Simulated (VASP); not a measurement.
**Al8H: single point with PBE**

Al8H, a slab with vacuum:

```
Al H
1.0
     5.71352    0.00000    0.00000
     0.00000    8.08013    0.00000
     0.00000    0.00000   22.24328
Al H
16 2
Direct
  0.25000 0.25000 0.17983
  0.25000 0.75000 0.17983
  0.75000 0.25000 0.17983
  0.75000 0.75000 0.17983
  0.00000 0.00000 0.24405
  0.00000 0.50000 0.24405
  0.50000 0.00000 0.24405
  0.50000 0.50000 0.24405
  0.25000 0.25000 0.31026
  0.25000 0.75000 0.31026
  0.75000 0.25000 0.31026
  0.75000 0.75000 0.31026
  0.00000 0.00000 0.37060
  0.00000 0.50000 0.37060
  0.50000 0.00000 0.37060
  0.50000 0.50000 0.37060
  0.25000 0.17692 0.39083
  0.25000 0.32308 0.39083
```

* Program: VASP 6.6.1
* Task: single point
* Functional: PBE
* Potentials or basis: VASP PAW PBE potentials, release 64 (Al, H)
* Cutoff: 520 eV
* k mesh: 5 × 4 × 1
* Occupations: gaussian, width 0.1 eV
* Spin: no spin polarisation
* Dipole correction: yes
* Further INCAR settings: LREAL = Auto; ALGO = Normal; EDIFF = 1e-07; NBANDS = 40

The largest force is 0.565 eV/Å and the band gap on the k mesh is zero (band 25 reaches -0.57 eV, above the bottom of band 26 at -1.10 eV).

Forces in eV/Å, atoms in the order of the input:
```
Al   0.000  0.000  0.198
Al   0.000  0.000  0.245
Al   0.000  0.000  0.247
Al   0.000  0.000  0.303
Al  -0.045  0.031 -0.228
Al  -0.045 -0.031 -0.228
Al   0.045  0.031 -0.228
Al   0.045 -0.031 -0.228
Al   0.000  0.000 -0.565
Al   0.000  0.000  0.321
Al   0.000  0.000  0.007
Al   0.000  0.000 -0.140
Al  -0.140 -0.206 -0.003
Al  -0.140  0.206 -0.003
Al   0.140 -0.206 -0.003
Al   0.140  0.206 -0.003
H    0.000 -0.324  0.155
H    0.000  0.324  0.155
```

Levels at points of the mesh, in eV from the Fermi level:
```
           k point  band 23  band 24  band 25  band 26  band 27  band 28  band 29  band 30
(0.00, 0.00, 0.00)    -0.77    -0.58    -0.32    -0.25    -0.15     0.51     1.18     1.20
(0.00, 0.50, 0.00)    -0.95    -0.92    -0.40    -0.15     0.10     0.21     0.38     0.81
```

It took 7 min on 1 thread of Intel(R) Xeon(R) 6975P-C (Granite Rapids) (shared host), peak memory 0.9 GiB.
